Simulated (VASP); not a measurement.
# AgCl (Cmcm) in VASP: notebook

AgCl is run at these levels: PBE; tasks: single point.

Everything below comes from runs of VASP 6.6.1. Logs are shortened: lines on timing, memory, paths and dates and some standing lists are left out, and cuts for length are marked.

### Step 1. The cell of the first run

Symmetry: Cmcm, No. 63, orthorhombic system. Conventional cell: a = 3.754 Å, b = 11.150 Å, c = 3.937 Å, α = 90.00°, β = 90.00°, γ = 90.00°. Ag (site symmetry m2m) has 7 Cl at 2.74 to 3.25 Å and 2 Ag at 3.03 Å within 3.6 Å. Cl (site symmetry m2m) has 7 Ag at 2.74 to 3.25 Å and 2 Cl at 3.59 Å within 3.6 Å.

### Step 2. Single point, PBE (20.60 Å³/atom)

The input, INCAR:

```
SYSTEM = AgCl
PREC = Accurate ; ENCUT = 520
EDIFF = 1E-7 ; ISMEAR = -1
SIGMA = 0.03 ; LREAL = .FALSE.
LASPH = .TRUE. ; NELM = 100
ALGO = Normal ; ISIF = 2
LWAVE = .FALSE. ; LCHARG = .FALSE.
GGA = PE ; NBANDS = 26
```

The input, KPOINTS:

```
Automatic mesh
0
G
  9 9 8
  0 0 0
```

The input, POSCAR:

```
AgCl
1.0
    1.8771253955     -5.5750558207      0.0000000000
    1.8771253955      5.5750558207      0.0000000000
    0.0000000000      0.0000000000      3.9370741147
Ag Cl
2 2
Direct
    0.3965554000      0.6034446000      0.7500000000
    0.6034446000      0.3965554000      0.2500000000
    0.8654487300      0.1345512700      0.2500000000
    0.1345512700      0.8654487300      0.7500000000
```

Potentials or basis: VASP PAW PBE potentials, release 64 (Ag, Cl).

Run with:

```console
> cat potpaw_PBE.64/Ag/POTCAR potpaw_PBE.64/Cl/POTCAR > POTCAR
> mpirun -np 1 vasp_std > vasp.out
```

OUTCAR:

```text
SYSTEM = AgCl
   PREC = Accurate
   ENCUT = 520
   EDIFF = 1E-7
   ISMEAR = -1
   LREAL = .FALSE.
   LASPH = .TRUE.
   NELM = 100
   ISIF = 2
   GGA = PE

 ion  position               nearest neighbor table
   1  0.397  0.603  0.750-   3 2.74   3 2.74   3 2.74   3 2.74   4 2.92   2 3.03   2 3.03
   2  0.603  0.397  0.250-   4 2.74   4 2.74   4 2.74   4 2.74   3 2.92   1 3.03   1 3.03
   3  0.865  0.135  0.250-   1 2.74   1 2.74   1 2.74   1 2.74   2 2.92
   4  0.135  0.865  0.750-   2 2.74   2 2.74   2 2.74   2 2.74   1 2.92

  LATTYP: Found a base centered orthorhombic cell.
 ALAT       =     3.7542507910
 B/A-ratio  =     2.9699964819
 C/A-ratio  =     1.0486976853

  Lattice vectors:

 A1 = (   1.8771253955,  -5.5750558207,   0.0000000000)
 A2 = (   1.8771253955,   5.5750558207,   0.0000000000)
 A3 = (   0.0000000000,   0.0000000000,   3.9370741147)

Analysis of symmetry for initial positions (statically):
=====================================================================
 Subroutine PRICEL returns:
 Original cell was already a primitive cell.

 Routine SETGRP: Setting up the symmetry group for a
 base centered orthorhombic supercell.

 Subroutine GETGRP returns: Found  8 space group operations
 (whereof  4 operations were pure point group operations)
 out of a pool of  8 trial point group operations.

The static configuration has the point symmetry C_2h.
 The point group associated with its full space group is D_2h.

Analysis of symmetry for dynamics (positions and initial velocities):
=====================================================================
 Subroutine PRICEL returns:
 Original cell was already a primitive cell.

 Routine SETGRP: Setting up the symmetry group for a
 base centered orthorhombic supercell.

 Subroutine GETGRP returns: Found  8 space group operations
 (whereof  4 operations were pure point group operations)
 out of a pool of  8 trial point group operations.

The dynamic configuration has the point symmetry C_2h.
 The point group associated with its full space group is D_2h.

 Subroutine INISYM returns: Found  8 space group operations
 (whereof  4 operations are pure point group operations),
 and found     1 'primitive' translations

----------------------------------------------------------------------------------------

                                     Primitive cell

  volume of cell :      82.4036

  direct lattice vectors                    reciprocal lattice vectors
     1.877125396 -5.575055821  0.000000000     0.266364730 -0.089685201  0.000000000
     1.877125396  5.575055821  0.000000000     0.266364730  0.089685201  0.000000000
     0.000000000  0.000000000  3.937074115     0.000000000  0.000000000  0.253995726

  length of vectors
     5.882588474  5.882588474  3.937074115     0.281058010  0.281058010  0.253995726

  position of ions in fractional coordinates (direct lattice)
     0.396555400  0.603444600  0.750000000
     0.603444600  0.396555400  0.250000000
     0.865448730  0.134551270  0.250000000
     0.134551270  0.865448730  0.750000000

  ion indices of the primitive-cell ions
   primitive index   ion index
                 1           1
                 2           2
                 3           3
                 4           4

----------------------------------------------------------------------------------------

 KPOINTS: Automatic mesh

Automatic generation of k-mesh.
 Grid dimensions read from file:
 generate k-points for:    9    9    8

 Generating k-lattice:

  Cartesian coordinates                     Fractional coordinates (reciprocal lattice)
     0.029596081 -0.009965022  0.000000000     0.111111111  0.000000000  0.000000000
     0.029596081  0.009965022  0.000000000     0.000000000  0.111111111  0.000000000
     0.000000000  0.000000000  0.031749466     0.000000000  0.000000000  0.125000000

  Length of vectors
     0.031228668  0.031228668  0.031749466

  Shift w.r.t. Gamma in fractional coordinates (k-lattice)
     0.000000000  0.000000000  0.000000000

 Subroutine IBZKPT returns following result:
 ===========================================

 Found    125 irreducible k-points:

 Following reciprocal coordinates:
            Coordinates               Weight
  0.000000  0.000000  0.000000      1.000000
  0.111111  0.000000  0.000000      4.000000
  0.222222  0.000000  0.000000      4.000000
  0.333333  0.000000  0.000000      4.000000
  0.444444  0.000000  0.000000      4.000000
  0.111111  0.111111  0.000000      2.000000
[... 16 lines left out ...]
 -0.333333  0.333333  0.000000      2.000000
  0.444444  0.444444  0.000000      2.000000
 [... further k-points ...]
   k-points           NKPTS =    125   k-points in BZ     NKDIM =    125   number of bands    NBANDS=     26
   number of dos      NEDOS =    301   number of ions     NIONS =      4
   total plane-waves  NPLWV =  69120
   dimension x,y,z NGX =    48 NGY =   48 NGZ =   30
   dimension x,y,z NGXF=    96 NGYF=   96 NGZF=   60
   ions per type =               2   2
   NGX,Y,Z   is equivalent  to a cutoff of  13.57, 13.57, 12.67 a.u.
   NGXF,Y,Z  is equivalent  to a cutoff of  27.13, 27.13, 25.34 a.u.
 SYSTEM =  AgCl
   PREC   = accura    normal or accurate (medium, high low for compatibility)
   ISTART =      0    job   : 0-new  1-cont  2-samecut
   ICHARG =      2    charge: 1-file 2-atom 10-const
   ISPIN  =      1    spin polarized calculation?
   LNONCOLLINEAR =      F non collinear calculations
   LSORBIT =      F    spin-orbit coupling
   LASPH  =      T    aspherical Exc in radial PAW
   ENCUT  =  520.0 eV  38.22 Ry    6.18 a.u.  10.94 10.94  7.32*2*pi/ulx,y,z
   NELM   =    100;   NELMIN=  2; NELMDL= -5     # of ELM steps
   EDIFF  = 0.1E-06   stopping-criterion for ELM
   LREAL  =      F    real-space projection
   EDIFFG = 0.1E-05   stopping-criterion for IOM
   NSW    =      0    number of steps for IOM
   IBRION =     -1    ionic relax: 0-MD 1-quasi-New 2-CG
   NFREE  =      0    steps in history (QN), initial steepest desc. (CG)
   ISIF   =      2    stress and relaxation
   ISYM   =      2    0-nonsym 1-usesym 2-fastsym
   POTIM  = 0.5000    time-step for ionic-motion
   TEBEG  =    0.0;   TEEND  =   0.0 temperature during run
   PSTRESS=    0.0 pullay stress
   NELECT =      36.0000    total number of electrons
   NUPDOWN=      -1.0000    fix difference up-down
   EMIN   =  10.00;   EMAX   =-10.00  energy-range for DOS
   EFERMI =   0.00;   METHOD = LEGACY
   ISMEAR =    -1;   SIGMA  =   0.03  broadening in eV -4-tet -1-fermi 0-gaus
   EFERMI_NEDOS =   21; number of points for ismear=-14 and -15
   IALGO  =     38    algorithm
   IMIX   =      4    mixing-type and parameters
     AMIX     =   0.40;   BMIX     =  1.00
     AMIX_MAG =   1.60;   BMIX_MAG =  1.00
  volume/ion in A,a.u.               =      20.60       139.02
  Fermi-wavevector in a.u.,A,eV,Ry     =   1.242206  2.347429 20.994821  1.543076
  Thomas-Fermi vector in A             =   2.376571
   LORBIT       =      0    0 simple, 1 ext, 2 COOP (PROOUT), +10 PAW based schemes
   GGA     = PE    functional components
   LHFCALC =     F    Hartree Fock is set to
   AEXX    =    0.0000 exact exchange contribution
   IVDW    =     0    specifies the selected vdW correction
   LEPSILON=     F    determine dielectric tensor
   LRPA    =     F    only Hartree local field effects (RPA)
 non-spin polarized calculation
  energy-cutoff  :      520.00
  volume of cell :       82.40
 maximum number of plane-waves:      2254
 NGX is ok and might be reduce to    48
   NGX = 21   NGY = 21   NGZ = 15

 number of electron      36.0000003 magnetization

 Free energy of the ion-electron system (eV)
  ---------------------------------------------------
  ext. energy  EPLUGINS =         0.00000000
  ---------------------------------------------------
  free energy    TOTEN  =       -10.65417739 eV

  energy without entropy =      -10.65417558  energy(sigma->0) =      -10.65417649

 E-fermi :   4.3872     XC(G=0): -10.1998

 val. band max:        4.1062307881   @ k =   0.2222   0.2222   0.0000
 cond. band min:       4.5938017286   @ k =   0.0000   0.0000   0.0000
 fundamental gap:      0.4875709405
 Fermi energy:         4.3871747941

 k-point     1 :       0.0000    0.0000    0.0000
  band No.  band energies     occupation
      1     -10.9796      2.00000
      2     -10.3909      2.00000
      3      -0.3239      2.00000
      4       0.7263      2.00000
      5       0.9305      2.00000
      6       1.0536      2.00000
[... 18 lines left out ...]
     25      14.2784      0.00000
     26      15.1439      0.00000

 k-point     2 :       0.1111    0.0000    0.0000
  band No.  band energies     occupation
      1     -10.9370      2.00000
      2     -10.3778      2.00000
      3      -0.3212      2.00000
      4       0.4498      2.00000
      5       0.4970      2.00000
      6       0.7817      2.00000
[... 18 lines left out ...]
     25      14.7328      0.00000
     26      15.0084      0.00000

 k-point     3 :       0.2222    0.0000    0.0000
  band No.  band energies     occupation
      1     -10.8229      2.00000
      2     -10.3473      2.00000
      3      -0.3158      2.00000
      4      -0.1824      2.00000
      5       0.0620      2.00000
      6       0.0993      2.00000
[... 18 lines left out ...]
     25      14.4885      0.00000
     26      15.2866      0.00000

 k-point     4 :       0.3333    0.0000    0.0000
  band No.  band energies     occupation
      1     -10.6771      2.00000
      2     -10.3219      2.00000
      3      -0.7929      2.00000
      4      -0.5833      2.00000
      5      -0.2279      2.00000
      6      -0.1959      2.00000
[... 18 lines left out ...]
     25      13.8148      0.00000
     26      15.2824      0.00000
[... 496 lines left out ...]
      1     -10.7576      2.00000
      2     -10.5608      2.00000
      3      -0.1383      2.00000
      4       0.1626      2.00000
      5       0.6607      2.00000
      6       0.8232      2.00000
[... 18 lines left out ...]
     25      14.3561      0.00000
     26      15.5597      0.00000

 k-point    23 :      -0.3333    0.3333    0.0000
  band No.  band energies     occupation
      1     -10.8356      2.00000
      2     -10.5386      2.00000
      3      -0.1931      2.00000
      4       0.5574      2.00000
      5       0.8522      2.00000
      6       1.0595      2.00000
[... 18 lines left out ...]
     25      14.6668      0.00000
     26      15.0414      0.00000

 k-point    24 :       0.4444    0.4444    0.0000
  band No.  band energies     occupation
      1     -10.6754      2.00000
      2     -10.6435      2.00000
      3      -0.0187      2.00000
      4       0.0197      2.00000
      5       0.7233      2.00000
      6       0.7641      2.00000
[... 18 lines left out ...]
     25      14.5366      0.00000
     26      15.5493      0.00000

 [... further k-points ...]

------------------------ aborting loop because EDIFF is reached ----------------------------------------

  FORCE on cell =-STRESS in cart. coord.  units (eV):
  Direction    XX          YY          ZZ          XY          YZ          ZX
  --------------------------------------------------------------------------------------
  -------------------------------------------------------------------------------------
  Total        0.4663677      0.6416097      0.4539824      0.0000000      0.0000000      0.0000000
  in kB        9.0676129     12.4748515      8.8268048      0.0000000      0.0000000      0.0000000
  external PRESSURE =      10.1230897 kB  Pullay stress =       0.0000000 kB

 VOLUME and BASIS-vectors are now :
 -----------------------------------------------------------------------------
  energy-cutoff  :      520.00
  volume of cell :       82.40
      direct lattice vectors                 reciprocal lattice vectors
     1.877125396 -5.575055821  0.000000000     0.266364730 -0.089685201  0.000000000
     1.877125396  5.575055821  0.000000000     0.266364730  0.089685201  0.000000000
     0.000000000  0.000000000  3.937074115     0.000000000  0.000000000  0.253995726

 POSITION                                       TOTAL-FORCE (eV/Angst)
 -----------------------------------------------------------------------------------
      1.87713      1.15342      2.95281         0.000000      0.019162      0.000000
      1.87713     -1.15342      0.98427         0.000000     -0.019162      0.000000
      1.87713     -4.07479      0.98427         0.000000     -0.004822      0.000000
      1.87713      4.07479      2.95281         0.000000      0.004822     -0.000000
 -----------------------------------------------------------------------------------
    total drift:                                0.000000     -0.000000      0.000000

  FREE ENERGIE OF THE ION-ELECTRON SYSTEM (eV)
  ---------------------------------------------------
  free  energy   TOTEN  =       -10.6541773918 eV

  energy  without entropy=      -10.6541755845  energy(sigma->0) =      -10.65417649
```

It took 1.9 min on 1 thread of Intel Xeon 6975P-C (Granite Rapids), shared host; peak memory 0.39 GiB.

Results:

| Quantity | Value |
| --- | --- |
| Free energy | -10.6542 eV |
| Pressure | 1.0 GPa |
| Largest force | 0.019 eV/Å |
| Band gap on the k mesh | 0.49 eV (least direct gap 1.94 eV) |

Forces on the atoms (eV/Å):
```
Ag   0.000  0.019  0.000
Ag   0.000 -0.019  0.000
Cl   0.000 -0.005  0.000
Cl   0.000  0.005  0.000
```

Caveat: semilocal functionals underestimate gaps, and a narrow one can read as zero.

### Step 3. Single point, PBE (21.21 Å³/atom)

This run uses another cell than the first one, of 21.21 Å³/atom.

The input, INCAR:

```
SYSTEM = AgCl
PREC     = Accurate       ! precision mode
ENCUT    = 520            ! plane-wave cutoff, eV
EDIFF    = 1E-6           ! SCF threshold, eV
ISMEAR   = -1             ! smearing method
SIGMA    = 0.03           ! smearing width, eV
LREAL    = .FALSE.        ! projectors in reciprocal space
LASPH    = .TRUE.         ! aspherical terms in the spheres
NELM     = 100            ! most SCF steps
ALGO     = Normal         ! electronic algorithm
ISIF     = 2              ! what is computed and relaxed
LWAVE    = .FALSE.        ! write WAVECAR
LCHARG   = .FALSE.        ! write CHGCAR
GGA      = PE             ! functional
NBANDS   = 26             ! bands
```

The input, KPOINTS:

```
regular mesh
0
G
  9 9 8
  0 0 0
```

The input, POSCAR:

```
AgCl
1.0
    1.8955297593     -5.6297167164      0.0000000000
    1.8955297593      5.6297167164      0.0000000000
    0.0000000000      0.0000000000      3.9756753421
Ag Cl
2 2
Direct
    0.3965554000      0.6034446000      0.7500000000
    0.6034446000      0.3965554000      0.2500000000
    0.8654487300      0.1345512700      0.2500000000
    0.1345512700      0.8654487300      0.7500000000
```

Potentials or basis: VASP PAW PBE potentials, release 64 (Ag, Cl).

Run with:

```console
> cat potpaw_PBE.64/Ag/POTCAR potpaw_PBE.64/Cl/POTCAR > POTCAR
> mpirun -np 1 vasp_std > vasp.out
```

Run time: 2 min. Hardware: 1 thread of Intel Xeon 6975P-C (Granite Rapids), shared host; peak memory 0.39 GiB.

Results (log left out):

* Free energy: -10.6596 eV
* Pressure: -0.4 GPa
* Largest force: 0.035 eV/Å
* Band gap on the k mesh: 0.49 eV (least direct gap 1.88 eV)

Forces on the atoms (eV/Å):
```
Ag   0.000  0.035  0.000
Ag   0.000 -0.035  0.000
Cl   0.000 -0.027  0.000
Cl   0.000  0.027  0.000
```

Stress tensor (GPa, compression positive):
```
-0.65  0.00  0.00
 0.00  0.16  0.00
 0.00  0.00 -0.71
```

Levels at points of the mesh, in eV from the valence-band top:
| k point | band 16 | band 17 | band 18 | band 19 | band 20 | band 21 |
| --- | --- | --- | --- | --- | --- | --- |
| (0.00, 0.00, 0.00) | -1.64 | -1.56 | -1.39 | 0.49 | 3.19 | 7.63 |
| (0.00, 0.00, 0.50) | -1.21 | -0.08 | -0.08 | 4.30 | 4.30 | 6.82 |

Caveat: semilocal functionals underestimate gaps, and a narrow one can read as zero.
